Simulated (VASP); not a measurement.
The system is LiHfO2.

```
Li Hf O
1.0
     3.03978    0.00000    0.00000
     0.00000    3.03978    0.00000
     0.00000    0.00000    4.29386
Li Hf O
1 1 2
Direct
  0.00000 0.00000 0.00000
  0.50000 0.50000 0.50000
  0.00000 0.00000 0.50000
  0.50000 0.50000 0.00000
```

The cell was built from a structure type or drawn by symmetry, and may not be a known phase.

```yaml
Program: VASP 6.6.1
Task: relaxation of cell and atoms
Functional: PBE
Potentials_or_basis: VASP PAW PBE potentials, release 64 (Li_sv, Hf_pv, O)
Cutoff: 750 eV
k_mesh: 6 × 6 × 4
Occupations: gaussian, width 0.1 eV
Spin: no spin polarisation
```

At the start: pressure 4.9 GPa; volume 9.92 Å³/atom.

Task: Where does the relaxation end?

Result: Over 5 steps the energy falls by 17.9 meV/atom and the volume is 10.22 Å³/atom (+3.0 %); space group P4/mmm (No. 123, to 0.1 Å) before and after.

The path:
```csv
step,energy change (eV),largest force (eV/Å),pressure (GPa),volume (Å³)
1,0.0000,0.0000,4.90,39.68
2,-0.0671,0.0000,-2.51,41.42
3,-0.0678,0.0000,-1.92,41.23
4,-0.0699,0.0000,1.31,40.65
5,-0.0718,0.0000,-0.04,40.88
```

Final structure:
```xyz
4
Lattice="3.1188 0.0000 0.0000 0.0000 3.1188 0.0000 0.0000 0.0000 4.2030" Properties=species:S:1:pos:R:3 pbc="T T T"
Li    3.1188    0.0000    4.2030
Hf    1.5594    1.5594    2.1015
O     3.1188    0.0000    2.1015
O     1.5594    1.5594    0.0000
```

Caveat: the k points lie up to 0.37 Å⁻¹ apart in the final cell, too coarse for converged energies and pressures of a metal; an odd number of electrons without spin polarisation forces a metal; a magnetic or distorted state may lie lower.
